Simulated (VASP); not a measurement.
B3I2, 5 atoms in the cell. It takes space group Cmmm (No. 65, orthorhombic). The conventional cell has a = 7.856 Å, b = 10.168 Å, c = 2.987 Å, α = 90.00°, β = 90.00°, γ = 90.00°. Within 2.2 Å of B (site symmetry m2m) lie 3 B at 1.66 to 1.71 Å. B (site symmetry mmm) has 4 B at 1.71 Å within 2.3 Å. Within 3.4 Å of I (site symmetry 2/m) lie 2 B at 2.61 Å and 2 I at 2.99 Å. The cell was built from a structure type or drawn by symmetry, and may not be a known phase.

```yaml
Program: VASP 6.6.1
Task: single point
Functional: PBE
Potentials_or_basis: VASP PAW PBE potentials, release 64 (B, I)
Cutoff: 520 eV
k_mesh: 6 × 6 × 12
Occupations: gaussian, width 0.1 eV
Spin: no spin polarisation
Dipole_correction: no
Further_INCAR_settings: ALGO = Normal; EDIFF = 1e-06; NBANDS = 20
```

Potentials or basis: VASP PAW PBE potentials, release 64 (B, I).

Command:

```bash
$ cat potpaw_PBE.64/B/POTCAR potpaw_PBE.64/I/POTCAR > POTCAR
$ mpirun -np 1 vasp_std > vasp.out
```

Hardware: 1 thread of Intel(R) Xeon(R) Platinum 8559C (Emerald Rapids) (shared host).

Estimate the wall time of this run.

It took 100 s on 1 thread of Intel(R) Xeon(R) Platinum 8559C (Emerald Rapids) (shared host), peak memory 0.35 GiB. Counts: scf iterations 14, k points 91.
